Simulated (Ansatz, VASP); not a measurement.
This is a calculation of WAu for Ansatz 0.2.0.

The input input.yaml:

```yaml
crystal:
  lattice:
    - [0.0, 2.8698915315, 2.8698915315]
    - [2.8698915315, 0.0, 2.8698915315]
    - [2.8698915315, 2.8698915315, 0.0]
  atoms:
    - { symbol: W, position: [0.0, 0.0, 0.0] }
    - { symbol: Au, position: [0.75, 0.75, 0.75] }
hamiltonian:
  xc: pbe
  pseudopotentials: { kind: paw, azcp: { folder: soft_1 } }
kpoints:
  mp_grid: { grid: [8, 8, 8] }
scf:
  occupations: { method: fermi_dirac, width: 0.05 }
output:
  forces: true
  stress: true
  eigenvalues: true
```

Potentials or basis: Ansatz PAW soft_1.

The run is started by

```console
$ ansatz run input.yaml --threads 1 --pin off --max-ram 3584MiB --backend cpu --events-out ev --progress --plain --runs-dir out
```

**Question.** Set up the same calculation for VASP 6.6.1. Potentials there: VASP PAW PBE potentials, release 64 (W_sv, Au).

**Answer.** As run (the cutoff follows the program's own potentials):

File INCAR:

```
PREC = Accurate
ENCUT = 520
EDIFF = 1E-6
ISMEAR = -1
SIGMA = 0.05
LREAL = False
LASPH = True
NELM = 100
ALGO = Normal
ISIF = 2
LWAVE = False
LCHARG = False
GGA = PE
NBANDS = 20
```

The input KPOINTS:

```
regular mesh
0
Gamma
  8 8 8
```

POSCAR

```
WAu
1.0
    0.0000000000      2.8698915315      2.8698915315
    2.8698915315      0.0000000000      2.8698915315
    2.8698915315      2.8698915315      0.0000000000
W Au
1 1
Direct
    0.0000000000      0.0000000000      0.0000000000
    0.7500000000      0.7500000000      0.7500000000
```

Potentials or basis: VASP PAW PBE potentials, release 64 (W_sv, Au).

The run is started by

```bash
$ cat potpaw_PBE.64/W_sv/POTCAR potpaw_PBE.64/Au/POTCAR > POTCAR
$ mpirun -np 1 vasp_std > vasp.out
```

Both were run:

|  | VASP | Ansatz | Ansatz less VASP |
| --- | --- | --- | --- |
| gap on the k mesh at the Fermi level (eV) | none | none | - |
| pressure (GPa) | 5.8 | 5.7 | -0.10 |

A gap of «none» marks a metal or a gap that the smearing closes. VASP's potentials hold 25 valence electrons a cell and Ansatz's 33, so a difference there can come from the potentials and not from the codes.

Neither program's run includes spin-orbit coupling.
